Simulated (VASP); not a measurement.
# Tc (Fm-3m) in VASP: further runs

Tc is run at these levels: PBE, PBEsol, r2SCAN; tasks: relaxation of cell and atoms, single point.

Program: VASP 6.6.1. These are calculated values, not measurements. Logs are shortened: lines on timing, memory, paths and dates and some standing lists are left out, and cuts for length are marked.

**1. The cell of the first run**

It takes space group Fm-3m (No. 225, cubic). Conventional cell: a = 3.900 Å, b = 3.900 Å, c = 3.900 Å, α = 90.00°, β = 90.00°, γ = 90.00°. Tc (site symmetry m-3m) has 12 Tc at 2.76 Å within 3.6 Å.

**2. Relaxation of cell and atoms, PBE**

The input, INCAR:

```
PREC     = Accurate       # precision mode
ENCUT    = 600            # plane-wave cutoff, eV
EDIFF    = 1E-6           # SCF threshold, eV
ISMEAR   = -1             # smearing method
SIGMA    = 0.05           # smearing width, eV
LREAL    = F              # projectors in reciprocal space
LASPH    = T              # aspherical terms in the spheres
NELM     = 80             # most SCF steps
ALGO     = Normal         # electronic algorithm
ISIF     = 3              # what is computed and relaxed
LWAVE    = F              # write WAVECAR
LCHARG   = F              # write CHGCAR
GGA      = PE             # functional
IBRION   = 2              # ionic algorithm
NSW      = 80             # ionic steps
EDIFFG   = -0.01          # ionic threshold
```

The input, KPOINTS:

```
regular mesh
0
Gamma
  12 12 12
```

The input, POSCAR:

```
Tc
1.0
    0.0000000000      1.9500000000      1.9500000000
    1.9500000000      0.0000000000      1.9500000000
    1.9500000000      1.9500000000      0.0000000000
Tc
1
Direct
    0.0000000000      0.0000000000      0.0000000000
```

Potentials or basis: VASP PAW PBE potentials, release 64 (Tc_pv).

On the command line:

```bash
cat potpaw_PBE.64/Tc_pv/POTCAR > POTCAR
mpirun -np 1 vasp_std > vasp.out
```

OUTCAR:

```text
PREC = Accurate
   ENCUT = 600
   EDIFF = 1E-6
   ISMEAR = -1
   LREAL = F
   LASPH = T
   NELM = 80
   ISIF = 3
   GGA = PE
   IBRION = 2
   NSW = 80
   EDIFFG = -0.01

 ion  position               nearest neighbor table
   1  0.000  0.000  0.000-

  LATTYP: Found a face centered cubic cell.
 ALAT       =     3.9000000000

  Lattice vectors:

 A1 = (   0.0000000000,   1.9500000000,   1.9500000000)
 A2 = (   1.9500000000,   0.0000000000,   1.9500000000)
 A3 = (   1.9500000000,   1.9500000000,   0.0000000000)

Analysis of symmetry for initial positions (statically):
=====================================================================
 Subroutine PRICEL returns:
 Original cell was already a primitive cell.

 Routine SETGRP: Setting up the symmetry group for a
 face centered cubic supercell.

 Subroutine GETGRP returns: Found 48 space group operations
[... 9 lines left out ...]

 Routine SETGRP: Setting up the symmetry group for a
 face centered cubic supercell.

 Subroutine GETGRP returns: Found 48 space group operations
[... 11 lines left out ...]
                                     Primitive cell

  volume of cell :      14.8297

  direct lattice vectors                    reciprocal lattice vectors
     0.000000000  1.950000000  1.950000000    -0.256410256  0.256410256  0.256410256
     1.950000000  0.000000000  1.950000000     0.256410256 -0.256410256  0.256410256
     1.950000000  1.950000000  0.000000000     0.256410256  0.256410256 -0.256410256

  length of vectors
     2.757716447  2.757716447  2.757716447     0.444115592  0.444115592  0.444115592

  position of ions in fractional coordinates (direct lattice)
     0.000000000  0.000000000  0.000000000

  ion indices of the primitive-cell ions
   primitive index   ion index
                 1           1

----------------------------------------------------------------------------------------

 KPOINTS: regular mesh

Automatic generation of k-mesh.
 Grid dimensions read from file:
 generate k-points for:   12   12   12

 Generating k-lattice:

  Cartesian coordinates                     Fractional coordinates (reciprocal lattice)
    -0.021367521  0.021367521  0.021367521     0.083333333  0.000000000  0.000000000
     0.021367521 -0.021367521  0.021367521     0.000000000  0.083333333  0.000000000
     0.021367521  0.021367521 -0.021367521     0.000000000  0.000000000  0.083333333

  Length of vectors
     0.037009633  0.037009633  0.037009633

  Shift w.r.t. Gamma in fractional coordinates (k-lattice)
     0.000000000  0.000000000  0.000000000

 Subroutine IBZKPT returns following result:
 ===========================================

 Found     72 irreducible k-points:

 Following reciprocal coordinates:
            Coordinates               Weight
  0.000000  0.000000  0.000000      1.000000
  0.083333  0.000000  0.000000      8.000000
  0.166667  0.000000  0.000000      8.000000
  0.250000  0.000000  0.000000      8.000000
  0.333333  0.000000  0.000000      8.000000
  0.416667  0.000000  0.000000      8.000000
[... 16 lines left out ...]
  0.500000  0.166667  0.000000     24.000000
 -0.416667  0.166667  0.000000     24.000000
 [... further k-points ...]
   k-points           NKPTS =     72   k-points in BZ     NKDIM =     72   number of bands    NBANDS=     10
   number of dos      NEDOS =    301   number of ions     NIONS =      1
   total plane-waves  NPLWV =  13824
   dimension x,y,z NGX =    24 NGY =   24 NGZ =   24
   dimension x,y,z NGXF=    48 NGYF=   48 NGZF=   48
   ions per type =               1
   NGX,Y,Z   is equivalent  to a cutoff of  14.47, 14.47, 14.47 a.u.
   NGXF,Y,Z  is equivalent  to a cutoff of  28.94, 28.94, 28.94 a.u.
 SYSTEM =  unknown system
   PREC   = accura    normal or accurate (medium, high low for compatibility)
   ISTART =      0    job   : 0-new  1-cont  2-samecut
   ICHARG =      2    charge: 1-file 2-atom 10-const
   ISPIN  =      1    spin polarized calculation?
   LNONCOLLINEAR =      F non collinear calculations
   LSORBIT =      F    spin-orbit coupling
   LASPH  =      T    aspherical Exc in radial PAW
   ENCUT  =  600.0 eV  44.10 Ry    6.64 a.u.   5.51  5.51  5.51*2*pi/ulx,y,z
   NELM   =     80;   NELMIN=  2; NELMDL= -5     # of ELM steps
   EDIFF  = 0.1E-05   stopping-criterion for ELM
   LREAL  =      F    real-space projection
   EDIFFG = -.1E-01   stopping-criterion for IOM
   NSW    =     80    number of steps for IOM
   IBRION =      2    ionic relax: 0-MD 1-quasi-New 2-CG
   NFREE  =      1    steps in history (QN), initial steepest desc. (CG)
   ISIF   =      3    stress and relaxation
   ISYM   =      2    0-nonsym 1-usesym 2-fastsym
   POTIM  = 0.5000    time-step for ionic-motion
   TEBEG  =    0.0;   TEEND  =   0.0 temperature during run
   PSTRESS=    0.0 pullay stress
   NELECT =      13.0000    total number of electrons
   NUPDOWN=      -1.0000    fix difference up-down
   EMIN   =  10.00;   EMAX   =-10.00  energy-range for DOS
   EFERMI =   0.00;   METHOD = LEGACY
   ISMEAR =    -1;   SIGMA  =   0.05  broadening in eV -4-tet -1-fermi 0-gaus
   EFERMI_NEDOS =   21; number of points for ismear=-14 and -15
   IALGO  =     38    algorithm
   IMIX   =      4    mixing-type and parameters
     AMIX     =   0.40;   BMIX     =  1.00
     AMIX_MAG =   1.60;   BMIX_MAG =  1.00
  volume/ion in A,a.u.               =      14.83       100.08
  Fermi-wavevector in a.u.,A,eV,Ry     =   1.566792  2.960808 33.400086  2.454837
  Thomas-Fermi vector in A             =   2.669068
   LORBIT       =      0    0 simple, 1 ext, 2 COOP (PROOUT), +10 PAW based schemes
   GGA     = PE    functional components
   LHFCALC =     F    Hartree Fock is set to
   AEXX    =    0.0000 exact exchange contribution
   IVDW    =     0    specifies the selected vdW correction
   LEPSILON=     F    determine dielectric tensor
   LRPA    =     F    only Hartree local field effects (RPA)
 conjugate gradient relaxation of ions
 non-spin polarized calculation
  energy-cutoff  :      600.00
  volume of cell :       14.83
 maximum number of plane-waves:       531
 NGX is ok and might be reduce to    24
   NGX = 11   NGY = 11   NGZ = 11

--------------------------------------- Ionic step        1  -------------------------------------------

 number of electron      13.0000001 magnetization

 Free energy of the ion-electron system (eV)
  ---------------------------------------------------
  ext. energy  EPLUGINS =         0.00000000
  ---------------------------------------------------
  free energy    TOTEN  =       -10.27583832 eV

  energy without entropy =      -10.26582571  energy(sigma->0) =      -10.27083201

------------------------ aborting loop because EDIFF is reached ----------------------------------------

  FORCE on cell =-STRESS in cart. coord.  units (eV):
  Direction    XX          YY          ZZ          XY          YZ          ZX
  --------------------------------------------------------------------------------------
  -------------------------------------------------------------------------------------
  Total       -0.6306171     -0.6306171     -0.6306171     -0.0000000      0.0000000     -0.0000000
  in kB      -68.1306425    -68.1306425    -68.1306425     -0.0000000      0.0000000     -0.0000000
  external PRESSURE =     -68.1306425 kB  Pullay stress =       0.0000000 kB

 VOLUME and BASIS-vectors are now :
 -----------------------------------------------------------------------------
  energy-cutoff  :      600.00
  volume of cell :       14.83
      direct lattice vectors                 reciprocal lattice vectors
     0.000000000  1.950000000  1.950000000    -0.256410256  0.256410256  0.256410256
     1.950000000  0.000000000  1.950000000     0.256410256 -0.256410256  0.256410256
     1.950000000  1.950000000  0.000000000     0.256410256  0.256410256 -0.256410256
[... 211 lines left out ...]
 POSITION                                       TOTAL-FORCE (eV/Angst)
 -----------------------------------------------------------------------------------
      1.93541      0.00000      1.93541         0.000000     -0.000000      0.000000
 -----------------------------------------------------------------------------------
    total drift:                                0.000000      0.000000      0.000000

  FREE ENERGIE OF THE ION-ELECTRON SYSTEM (eV)
  ---------------------------------------------------
  free  energy   TOTEN  =       -10.2833486674 eV

  energy  without entropy=      -10.2734509476  energy(sigma->0) =      -10.27839981

--------------------------------------- Ionic step        8  -------------------------------------------

 number of electron      13.0000001 magnetization

 Free energy of the ion-electron system (eV)
  ---------------------------------------------------
  ext. energy  EPLUGINS =         0.00000000
  ---------------------------------------------------
  free energy    TOTEN  =       -10.28337372 eV

  energy without entropy =      -10.27348298  energy(sigma->0) =      -10.27842835

 E-fermi :  12.6903     XC(G=0): -13.7302

 val. band max:       12.6681341380   @ k =   0.5000   0.2500   0.0000
 cond. band min:      12.7085164752   @ k =  -0.2500   0.3333   0.0833
 fundamental gap:      0.0403823372
 Fermi energy:        12.6902691616

 k-point     1 :       0.0000    0.0000    0.0000
  band No.  band energies     occupation
      1     -25.7233      2.00000
      2     -25.7233      2.00000
      3     -25.7233      2.00000
      4       5.1830      2.00000
      5      10.8639      2.00000
      6      10.8639      2.00000
      7      10.8639      2.00000
      8      13.4573      0.00000
      9      13.4573      0.00000
     10      26.6607      0.00000

 k-point     2 :       0.0833    0.0000    0.0000
  band No.  band energies     occupation
      1     -25.8105      2.00000
      2     -25.7343      2.00000
      3     -25.7343      2.00000
      4       5.4743      2.00000
      5      10.6953      2.00000
      6      10.9890      2.00000
      7      10.9890      2.00000
      8      13.3703      0.00000
      9      13.3703      0.00000
     10      27.1825      0.00000
[... 274 lines left out ...]
 k-point    24 :      -0.4167    0.1667    0.0000
  band No.  band energies     occupation
      1     -26.8403      2.00000
      2     -26.1134      2.00000
      3     -25.9312      2.00000
      4       7.9928      2.00000
      5       9.8642      2.00000
      6      11.4982      2.00000
      7      11.7590      2.00000
      8      15.0314      0.00000
      9      18.3683      0.00000
     10      23.1166      0.00000

 [... further k-points ...]
[... 5 lines left out ...]
  --------------------------------------------------------------------------------------
  -------------------------------------------------------------------------------------
  Total       -0.0007713     -0.0007713     -0.0007713      0.0000000     -0.0000000      0.0000000
  in kB       -0.0853404     -0.0853404     -0.0853404      0.0000000     -0.0000000      0.0000000
  external PRESSURE =      -0.0853404 kB  Pullay stress =       0.0000000 kB

 VOLUME and BASIS-vectors are now :
 -----------------------------------------------------------------------------
  energy-cutoff  :      600.00
  volume of cell :       14.48
      direct lattice vectors                 reciprocal lattice vectors
    -0.000000000  1.934524013  1.934524013    -0.258461511  0.258461511  0.258461511
     1.934524013  0.000000000  1.934524013     0.258461511 -0.258461511  0.258461511
     1.934524013  1.934524013  0.000000000     0.258461511  0.258461511 -0.258461511

 POSITION                                       TOTAL-FORCE (eV/Angst)
 -----------------------------------------------------------------------------------
      0.00000      0.00000      0.00000         0.000000      0.000000      0.000000
 -----------------------------------------------------------------------------------
    total drift:                                0.000000      0.000000     -0.000000

  FREE ENERGIE OF THE ION-ELECTRON SYSTEM (eV)
  ---------------------------------------------------
  free  energy   TOTEN  =       -10.2833737158 eV

  energy  without entropy=      -10.2734829753  energy(sigma->0) =      -10.27842835

 reached required accuracy - stopping structural energy minimisation
```

Wall time 39 s (1 thread of Intel Xeon Platinum 8375C at 2.90GHz (Ice Lake), shared host); peak memory 0.15 GiB.

What came out:

```yaml
Free_energy: -10.2834 eV
Relaxed_volume: 14.48 Å³/atom
Relaxed_cell: a = 2.736 Å, b = 2.736 Å, c = 2.736 Å, α = 60.00°, β = 60.00°, γ = 60.00°
Space_group_after_relaxing_to_0.05_Å: Fm-3m (No. 225)
Energy_gained_by_relaxing: 7.5 meV/atom
Ionic_steps: 8
Pressure_after_relaxing: 0.0 GPa
```

Step by step:
| step | energy change (eV) | largest force (eV/Å) | pressure (GPa) | volume (Å³) |
| --- | --- | --- | --- | --- |
| 1 | 0.0000 | 0.0000 | -6.81 | 14.83 |
| 2 | 0.0600 | 0.0000 | 24.05 | 13.52 |
| 3 | -0.0075 | 0.0000 | -0.15 | 14.49 |
| 4 | -0.0075 | 0.0000 | -0.12 | 14.48 |
| 5 | -0.0075 | 0.0000 | 0.48 | 14.46 |
| 6 | -0.0075 | 0.0000 | 0.16 | 14.47 |
| 7 | -0.0075 | 0.0000 | -0.36 | 14.50 |
| 8 | -0.0075 | 0.0000 | -0.01 | 14.48 |

Final structure:
```cif
data_structure
_symmetry_space_group_name_H-M 'P 1'
_symmetry_Int_Tables_number 1
_cell_length_a 2.7358
_cell_length_b 2.7358
_cell_length_c 2.7358
_cell_angle_alpha 60.000
_cell_angle_beta 60.000
_cell_angle_gamma 60.000
_cell_volume 14.48
loop_
_atom_site_label
_atom_site_type_symbol
_atom_site_fract_x
_atom_site_fract_y
_atom_site_fract_z
_atom_site_occupancy
Tc1 Tc 0.00000 0.00000 0.00000 1
```

Levels at points of the mesh, in eV from the Fermi level:
```csv
k point,band 4,band 5,band 6,band 7,band 8,band 9,band 10
"(0.00, 0.00, 0.00)",-7.51,-1.83,-1.83,-1.83,0.77,0.77,13.97
"(0.50, 0.00, 0.00)",-5.55,-1.99,-1.99,1.20,2.78,2.78,10.64
"(0.50, 0.50, 0.00)",-5.92,-5.33,2.72,3.34,3.34,3.80,12.97
```

**3. Relaxation of cell and atoms, PBEsol**

The input, INCAR:

```
ALGO = Normal
EDIFF = 1E-6
EDIFFG = -0.01
ENCUT = 600
GGA = PS
IBRION = 2
ISIF = 3
ISMEAR = -1
LASPH = True
LCHARG = False
LREAL = False
LWAVE = False
NELM = 100
NSW = 80
PREC = Accurate
SIGMA = 0.05
```

The input, KPOINTS:

```
k-points
0
Gamma
  12 12 12
```

POSCAR is that of step 2.

Potentials or basis: VASP PAW PBE potentials, release 64 (Tc_pv).

On the command line:

```bash
cat potpaw_PBE.64/Tc_pv/POTCAR > POTCAR
mpirun -np 1 vasp_std > vasp.out
```

Wall time 31 s (1 thread of Intel Xeon Platinum 8375C at 2.90GHz (Ice Lake), shared host); peak memory 0.15 GiB.

Results (log left out):

```yaml
Free_energy: -11.1948 eV
Relaxed_volume: 14.04 Å³/atom
Relaxed_cell: a = 2.708 Å, b = 2.708 Å, c = 2.708 Å, α = 60.00°, β = 60.00°, γ = 60.00°
Space_group_after_relaxing_to_0.05_Å: Fm-3m (No. 225)
Energy_gained_by_relaxing: 40.4 meV/atom
Ionic_steps: 5
Pressure_after_relaxing: 0.1 GPa
```

Step by step:
```
step  energy change (eV)  largest force (eV/Å)  pressure (GPa)  volume (Å³)
   1              0.0000                0.0000          -15.67        14.83
   2              0.3948                0.0000           76.35        11.93
   3             -0.0402                0.0000           -1.19        14.10
   4             -0.0404                0.0000           -0.31        14.06
   5             -0.0404                0.0000            0.08        14.04
```

Final structure:
```xyz
1
Lattice="0.0000 1.9148 1.9148 1.9148 0.0000 1.9148 1.9148 1.9148 0.0000" Properties=species:S:1:pos:R:3 pbc="T T T"
Tc    0.0000    0.0000    0.0000
```

Levels at points of the mesh, in eV from the Fermi level:
| k point | band 3 | band 4 | band 5 | band 6 | band 7 | band 8 | band 9 | band 10 |
| --- | --- | --- | --- | --- | --- | --- | --- | --- |
| (0.00, 0.00, 0.00) | -38.30 | -7.71 | -1.91 | -1.91 | -1.91 | 0.81 | 0.81 | 13.94 |
| (0.50, 0.00, 0.00) | -38.48 | -5.77 | -2.09 | -2.09 | 1.23 | 2.93 | 2.93 | 11.06 |
| (0.50, 0.50, 0.00) | -38.79 | -6.20 | -5.58 | 2.88 | 3.54 | 3.54 | 3.91 | 13.15 |

Caveat: the PAW data sets were made with another functional, which shifts forces and pressure a little.

[end of part 1 of 2]
